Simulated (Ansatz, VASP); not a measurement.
**Zr in VASP and in Ansatz**

```xyz
1
Lattice="-1.8100 1.8100 1.8643 1.8100 -1.8100 1.8643 1.8100 1.8100 -1.8643" Properties=species:S:1:pos:R:3 pbc="T T T"
Zr    0.0000    0.0000    0.0000
```

Change from the starting cell: zz strain of +3 %, crystal datasets.

Alike in both runs: task electric field gradients; functional PBE; k mesh 14 × 14 × 14; occupations fermi-dirac, width 0.08 eV; no spin polarisation.

|  | VASP | Ansatz |
| --- | --- | --- |
| version | VASP 6.6.1 | Ansatz 0.2.0 |
| potentials or method | VASP PAW PBE potentials, release 64 (Zr_sv), cutoff 520 eV | all-electron PAW with datasets made for the crystal, scalar-relativistic |

VASP gave:

```
pressure (GPa)                                                : -5.2
traceless stress, the component that is largest in VASP (GPa) : 0.26
size of Vzz on the site where it differs most (V/Å²)          : 0.7
```

Q: Which values does Ansatz return?

A: Pressure (GPa): -5.2; traceless stress, the component that is largest in VASP (GPa): 0.25; size of Vzz on the site where it differs most (V/Å²): 0.6.

Ansatz ran all-electron here, and VASP with PAW potentials.
